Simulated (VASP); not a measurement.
# Re (Fm-3m) in VASP: further runs

Re is run at these levels: HSE06, B3LYP+D4, BLYP, PBEsol+D4+U, LDA; tasks: single point, relaxation of cell and atoms.

All numbers are computed with VASP 6.6.1; they aren't measurements. Logs are shortened: lines on timing, memory, paths and dates and some standing lists are left out, and cuts for length are marked.

## (1) The cell of the first run

It takes space group Fm-3m (No. 225, cubic). The conventional cell has a = 3.950 Å, b = 3.950 Å, c = 3.950 Å, α = 90.00°, β = 90.00°, γ = 90.00°. Re (site symmetry m-3m) has 12 Re at 2.79 Å within 3.7 Å.

This isn't the form of Re at room conditions, which is hcp.

## (2) Single point, HSE06

Input file POSCAR:

```
Re
1.0
    0.0000000000      1.9750000000      1.9750000000
    1.9750000000      0.0000000000      1.9750000000
    1.9750000000      1.9750000000      0.0000000000
Re
1
Direct
    0.0000000000      0.0000000000      0.0000000000
```

Input file INCAR.step1:

```
SYSTEM = Re
PREC = Accurate
ENCUT = 520
EDIFF = 1E-5
ISMEAR = 1
SIGMA = 0.025
LREAL = .FALSE.
LASPH = .TRUE.
NELM = 120
ALGO = Normal
ISIF = 2
LWAVE = .TRUE.
LCHARG = .FALSE.
NBANDS = 10
GGA = PE
GGA_COMPAT = .FALSE.
```

Input file INCAR.step2:

```
SYSTEM = Re
PREC = Accurate
ENCUT = 520
EDIFF = 1E-6
ISMEAR = 1
SIGMA = 0.025
LREAL = .FALSE.
LASPH = .TRUE.
NELM = 120
ALGO = Normal
ISIF = 2
LWAVE = .FALSE.
LCHARG = .FALSE.
GGA = PE
LHFCALC = .TRUE.
HFSCREEN = 0.2079
PRECFOCK = Normal
NBANDS = 10
ISTART = 1
GGA_COMPAT = .FALSE.
```

Input file KPOINTS:

```
regular mesh
0
G
  8 8 8
  0 0 0
```

Potentials or basis: VASP PAW PBE potentials, release 64 (Re).

Run with:

```
$ cat potpaw_PBE.64/Re/POTCAR > POTCAR
$ cp INCAR.step1 INCAR
$ mpirun -np 1 vasp_std > vasp.out
$ cp INCAR.step2 INCAR
$ mpirun -np 1 vasp_std > vasp.out
```

OUTCAR:

```text
SYSTEM = Re
   PREC = Accurate
   ENCUT = 520
   EDIFF = 1E-6
   ISMEAR = 1
   LREAL = .FALSE.
   LASPH = .TRUE.
   NELM = 120
   ISIF = 2
   GGA = PE
   LHFCALC = .TRUE.
   HFSCREEN = 0.2079
   PRECFOCK = Normal
   ISTART = 1

 ion  position               nearest neighbor table
   1  0.000  0.000  0.000-

  LATTYP: Found a face centered cubic cell.
 ALAT       =     3.9500000000

  Lattice vectors:

 A1 = (   0.0000000000,   1.9750000000,   1.9750000000)
 A2 = (   1.9750000000,   0.0000000000,   1.9750000000)
 A3 = (   1.9750000000,   1.9750000000,   0.0000000000)

Analysis of symmetry for initial positions (statically):
=====================================================================
 Subroutine PRICEL returns:
 Original cell was already a primitive cell.

 Routine SETGRP: Setting up the symmetry group for a
 face centered cubic supercell.

 Subroutine GETGRP returns: Found 48 space group operations
 (whereof 48 operations were pure point group operations)
 out of a pool of 48 trial point group operations.

The static configuration has the point symmetry O_h .

Analysis of symmetry for dynamics (positions and initial velocities):
=====================================================================
 Subroutine PRICEL returns:
 Original cell was already a primitive cell.

 Routine SETGRP: Setting up the symmetry group for a
 face centered cubic supercell.

 Subroutine GETGRP returns: Found 48 space group operations
 (whereof 48 operations were pure point group operations)
 out of a pool of 48 trial point group operations.

The dynamic configuration has the point symmetry O_h .

 Subroutine INISYM returns: Found 48 space group operations
 (whereof 48 operations are pure point group operations),
 and found     1 'primitive' translations

----------------------------------------------------------------------------------------

                                     Primitive cell

  volume of cell :      15.4075

  direct lattice vectors                    reciprocal lattice vectors
     0.000000000  1.975000000  1.975000000    -0.253164557  0.253164557  0.253164557
     1.975000000  0.000000000  1.975000000     0.253164557 -0.253164557  0.253164557
     1.975000000  1.975000000  0.000000000     0.253164557  0.253164557 -0.253164557

  length of vectors
     2.793071786  2.793071786  2.793071786     0.438493875  0.438493875  0.438493875

  position of ions in fractional coordinates (direct lattice)
     0.000000000  0.000000000  0.000000000

  ion indices of the primitive-cell ions
   primitive index   ion index
                 1           1

----------------------------------------------------------------------------------------

 KPOINTS: regular mesh

Automatic generation of k-mesh.
 Grid dimensions read from file:
 generate k-points for:    8    8    8

 Generating k-lattice:

  Cartesian coordinates                     Fractional coordinates (reciprocal lattice)
    -0.031645570  0.031645570  0.031645570     0.125000000  0.000000000  0.000000000
     0.031645570 -0.031645570  0.031645570     0.000000000  0.125000000  0.000000000
     0.031645570  0.031645570 -0.031645570     0.000000000  0.000000000  0.125000000

  Length of vectors
     0.054811734  0.054811734  0.054811734

  Shift w.r.t. Gamma in fractional coordinates (k-lattice)
     0.000000000  0.000000000  0.000000000

 Subroutine IBZKPT returns following result:
 ===========================================

 Found     29 irreducible k-points:

 Following reciprocal coordinates:
            Coordinates               Weight
  0.000000  0.000000  0.000000      1.000000
  0.125000  0.000000  0.000000      8.000000
  0.250000  0.000000  0.000000      8.000000
  0.375000  0.000000  0.000000      8.000000
  0.500000  0.000000  0.000000      4.000000
  0.125000  0.125000  0.000000      6.000000
[... 16 lines left out ...]
  0.500000  0.250000  0.125000     48.000000
 -0.375000  0.250000  0.125000     24.000000
 [... further k-points ...]
   k-points           NKPTS =     29   k-points in BZ     NKDIM =    512   number of bands    NBANDS=     10
   number of dos      NEDOS =    301   number of ions     NIONS =      1
   total plane-waves  NPLWV =  13824
   dimension x,y,z NGX =    24 NGY =   24 NGZ =   24
   dimension x,y,z NGXF=    48 NGYF=   48 NGZF=   48
   ions per type =               1
   NGX,Y,Z   is equivalent  to a cutoff of  14.28, 14.28, 14.28 a.u.
   NGXF,Y,Z  is equivalent  to a cutoff of  28.57, 28.57, 28.57 a.u.
 SYSTEM =  Re
   PREC   = accura    normal or accurate (medium, high low for compatibility)
   ISTART =      1    job   : 0-new  1-cont  2-samecut
   ICHARG =      0    charge: 1-file 2-atom 10-const
   ISPIN  =      1    spin polarized calculation?
   LNONCOLLINEAR =      F non collinear calculations
   LSORBIT =      F    spin-orbit coupling
   LASPH  =      T    aspherical Exc in radial PAW
   ENCUT  =  520.0 eV  38.22 Ry    6.18 a.u.   5.19  5.19  5.19*2*pi/ulx,y,z
   NELM   =    120;   NELMIN=  2; NELMDL=  0     # of ELM steps
   EDIFF  = 0.1E-05   stopping-criterion for ELM
   LREAL  =      F    real-space projection
   EDIFFG = 0.1E-04   stopping-criterion for IOM
   NSW    =      0    number of steps for IOM
   IBRION =     -1    ionic relax: 0-MD 1-quasi-New 2-CG
   NFREE  =      0    steps in history (QN), initial steepest desc. (CG)
   ISIF   =      2    stress and relaxation
   ISYM   =      3    0-nonsym 1-usesym 2-fastsym
   POTIM  = 0.5000    time-step for ionic-motion
   TEBEG  =    0.0;   TEEND  =   0.0 temperature during run
   PSTRESS=    0.0 pullay stress
   NELECT =       7.0000    total number of electrons
   NUPDOWN=      -1.0000    fix difference up-down
   EMIN   =  10.00;   EMAX   =-10.00  energy-range for DOS
   EFERMI =   0.00;   METHOD = LEGACY
   ISMEAR =     1;   SIGMA  =   0.03  broadening in eV -4-tet -1-fermi 0-gaus
   EFERMI_NEDOS =   21; number of points for ismear=-14 and -15
   IALGO  =     38    algorithm
   IMIX   =      1    mixing-type and parameters
     AMIX     =   0.40;   BMIX     =  1.00
     AMIX_MAG =   1.60;   BMIX_MAG =  1.00
  volume/ion in A,a.u.               =      15.41       103.97
  Fermi-wavevector in a.u.,A,eV,Ry     =   1.258531  2.378278 21.550255  1.583899
  Thomas-Fermi vector in A             =   2.392135
   LORBIT       =      0    0 simple, 1 ext, 2 COOP (PROOUT), +10 PAW based schemes
   GGA     = PE    functional components
   LHFCALC =     T    Hartree Fock is set to
   PRECFOCK=normal    Normal, Fast or Accurate (Low or Medium for compatibility)
   ENCUT4O =  -1.0   cutoff for four orbital integrals eV
   NKREDX  =     1    reduce k-point grid by
   NKREDY  =     1    reduce k-point grid by
   NKREDZ  =     1    reduce k-point grid by
   AEXX    =    0.2500 exact exchange contribution
   HFSCREEN=    0.2079 screening length (either q_TF or 0.3 A-1)
   HFSCREENC=   0.2079 screening length for correlation (either q_TF or 0.3 A-1)
   ENCUTFOCK=  -1.0 apply spherical cutoff to Coloumb kernel
   IVDW    =     0    specifies the selected vdW correction
   LEPSILON=     F    determine dielectric tensor
   LRPA    =     F    only Hartree local field effects (RPA)
 non-spin polarized calculation
 Methfessel and Paxton  Order N= 1 SIGMA  =   0.03
  energy-cutoff  :      520.00
  volume of cell :       15.41
 maximum number of plane-waves:       428
 NGX is ok and might be reduce to    24
  NGX = 16; NGY = 16; NGZ = 16

 number of electron       7.0000000 magnetization

 Free energy of the ion-electron system (eV)
  ---------------------------------------------------
  ext. energy  EPLUGINS =         0.00000000
  ---------------------------------------------------
  free energy    TOTEN  =       -14.29440679 eV

  energy without entropy =      -14.29412272  energy(sigma->0) =      -14.29431210

 E-fermi :   7.4724     XC(G=0): -10.9818

 val. band max:        7.4696893090   @ k =   0.5000   0.3750   0.0000
 cond. band min:       7.5066302280   @ k =   0.3750   0.3750   0.0000
 fundamental gap:      0.0369409190
 Fermi energy:         7.4724115074

 k-point     1 :       0.0000    0.0000    0.0000
  band No.  band energies     occupation
      1      -3.6980      2.00000
      2       5.1099      2.00000
      3       5.1099      2.00000
      4       5.1099      2.00000
      5       8.9288      0.00000
      6       8.9288      0.00000
      7      22.1866      0.00000
      8      27.8694      0.00000
      9      27.8694      0.00000
     10      27.8694      0.00000

 k-point     2 :       0.1250    0.0000    0.0000
  band No.  band energies     occupation
      1      -2.9594      2.00000
      2       4.6594      2.00000
      3       5.4576      2.00000
      4       5.4576      2.00000
      5       8.6805      0.00000
      6       8.6805      0.00000
      7      23.4602      0.00000
      8      25.3698      0.00000
      9      29.1346      0.00000
     10      29.1346      0.00000

 k-point     3 :       0.2500    0.0000    0.0000
  band No.  band energies     occupation
      1      -1.2556      2.00000
      2       4.2112      2.00000
      3       5.6946      2.00000
      4       5.6946      2.00000
      5       8.9871      0.00000
      6       8.9871      0.00000
      7      22.0993      0.00000
      8      25.7190      0.00000
      9      32.2963      0.00000
     10      32.3550      0.00000
[... 248 lines left out ...]
 k-point    23 :       0.5000    0.2500    0.1250
  band No.  band energies     occupation
      1       1.4281      2.00000
      2       3.4358      2.00000
      3       4.0370      2.00000
      4       7.1488      2.00000
      5       9.9033      0.00000
      6      13.2282      0.00000
      7      19.7335      0.00000
      8      24.8502      0.00000
      9      25.4473      0.00000
     10      30.3736      0.00000

 k-point    24 :      -0.3750    0.2500    0.1250
  band No.  band energies     occupation
      1       1.5336      2.00000
      2       3.2227      2.00000
      3       4.9767      2.00000
      4       6.7691      2.00000
      5      10.9517      0.00000
      6      14.9565      0.00000
      7      16.6951      0.00000
      8      24.5802      0.00000
      9      25.3112      0.00000
     10      28.3163      0.00000

 [... further k-points ...]

------------------------ aborting loop because EDIFF is reached ----------------------------------------

  FORCE on cell =-STRESS in cart. coord.  units (eV):
  Direction    XX          YY          ZZ          XY          YZ          ZX
  --------------------------------------------------------------------------------------
  -------------------------------------------------------------------------------------
  Total       -2.2639862     -2.2639862     -2.2639862      0.0000000      0.0000000      0.0000000
  in kB     -235.4252657   -235.4252657   -235.4252657      0.0000000      0.0000000      0.0000000
  external PRESSURE =    -235.4252657 kB  Pullay stress =       0.0000000 kB

 VOLUME and BASIS-vectors are now :
 -----------------------------------------------------------------------------
  energy-cutoff  :      520.00
  volume of cell :       15.41
      direct lattice vectors                 reciprocal lattice vectors
     0.000000000  1.975000000  1.975000000    -0.253164557  0.253164557  0.253164557
     1.975000000  0.000000000  1.975000000     0.253164557 -0.253164557  0.253164557
     1.975000000  1.975000000  0.000000000     0.253164557  0.253164557 -0.253164557

 POSITION                                       TOTAL-FORCE (eV/Angst)
 -----------------------------------------------------------------------------------
      0.00000      0.00000      0.00000         0.000000      0.000000      0.000000
 -----------------------------------------------------------------------------------
    total drift:                                0.000005     -0.000003      0.000007

  FREE ENERGIE OF THE ION-ELECTRON SYSTEM (eV)
  ---------------------------------------------------
  free  energy   TOTEN  =       -14.2944067893 eV

  energy  without entropy=      -14.2941227206  energy(sigma->0) =      -14.29431210
```

Wall time 28 min (1 thread of AMD EPYC 7R43 (Zen 3), shared host); peak memory 0.22 GiB.

Results:

```yaml
Free_energy: -14.2944 eV
Pressure: -23.5 GPa
Band_gap_on_the_k_mesh: zero (an odd number of electrons rules out a gap without spin polarisation)
```

Levels at points of the mesh, in eV from the Fermi level:
```
           k point  band 2  band 3  band 4  band 5  band 6  band 7
(0.00, 0.00, 0.00)   -2.36   -2.36   -2.36    1.46    1.46   14.71
(0.50, 0.00, 0.00)   -2.52   -2.52   -0.30    3.98    3.98   10.18
(0.50, 0.50, 0.00)   -6.68    2.48    4.03    4.64    4.64   12.71
```

Caveat: the cell stands under tension; the PAW data sets were made with another functional, which shifts forces and pressure a little; spin-orbit coupling is left out, which moves the levels of the heavy elements.

## (3) Single point, B3LYP+D4

This run uses another cell than the first one, of 15.09 Å³/atom.

Input file POSCAR:

```
Re
1.0
    0.0000000000      1.9612106137      1.9612106137
    1.9612106137      0.0000000000      1.9612106137
    1.9612106137      1.9612106137      0.0000000000
Re
1
Direct
    0.0000000000      0.0000000000      0.0000000000
```

Input file INCAR.step1:

```
PREC = Accurate ; ENCUT = 520
EDIFF = 1E-5 ; ISMEAR = 1
SIGMA = 0.01 ; LREAL = F
LASPH = T ; NELM = 80
ALGO = Normal ; ISIF = 2
LWAVE = T ; LCHARG = F
NBANDS = 10 ; GGA = PE
```

Input file INCAR.step2:

```
PREC = Accurate ; ENCUT = 520
EDIFF = 1E-6 ; ISMEAR = 1
SIGMA = 0.01 ; LREAL = F
LASPH = T ; NELM = 80
ALGO = Normal ; ISIF = 2
LWAVE = F ; LCHARG = F
GGA = B3 ; LHFCALC = T
AEXX = 0.2 ; AGGAX = 0.72
AGGAC = 0.81 ; ALDAC = 0.19
PRECFOCK = Normal ; IVDW = 13
NBANDS = 10 ; ISTART = 1
```

Input file KPOINTS:

```
Automatic mesh
0
Gamma
  8 8 8
```

Potentials or basis: VASP PAW PBE potentials, release 64 (Re).

Run with:

```
$ cat potpaw_PBE.64/Re/POTCAR > POTCAR
$ cp INCAR.step1 INCAR
$ mpirun -np 1 vasp_std > vasp.out
$ cp INCAR.step2 INCAR
$ mpirun -np 1 vasp_std > vasp.out
```

It took 16 min on 1 thread of Intel Xeon Platinum 8375C at 2.90GHz (Ice Lake), shared host; peak memory 0.16 GiB.

Results (log left out):

| Item | Value |
| --- | --- |
| Free energy | -14.5427 eV |
| Pressure | -13.2 GPa |
| Band gap on the k mesh | zero (an odd number of electrons rules out a gap without spin polarisation) |
| Dispersion energy per atom | -1.165 eV |

Levels at points of the mesh, in eV from the Fermi level:
| k point | band 1 | band 2 | band 3 | band 4 | band 5 | band 6 | band 7 | band 8 |
| --- | --- | --- | --- | --- | --- | --- | --- | --- |
| (0.00, 0.00, 0.00) | -11.25 | -2.72 | -2.72 | -2.72 | 1.65 | 1.65 | 15.04 | 20.80 |
| (0.50, 0.00, 0.00) | -7.93 | -2.90 | -2.90 | -0.20 | 4.22 | 4.22 | 10.60 | 14.58 |
| (0.50, 0.50, 0.00) | -7.77 | -7.02 | 3.12 | 4.26 | 4.93 | 4.93 | 13.20 | 13.20 |

Caveat: the cell stands under tension; the dispersion term is far too large for a dense solid, which distorts pressure and volume; the PAW data sets were made with another functional, which shifts forces and pressure a little; spin-orbit coupling is left out, which moves the levels of the heavy elements.

[end of part 1 of 3]

The gap in the log of VASP goes by the Fermi energy; the results here count the filled bands.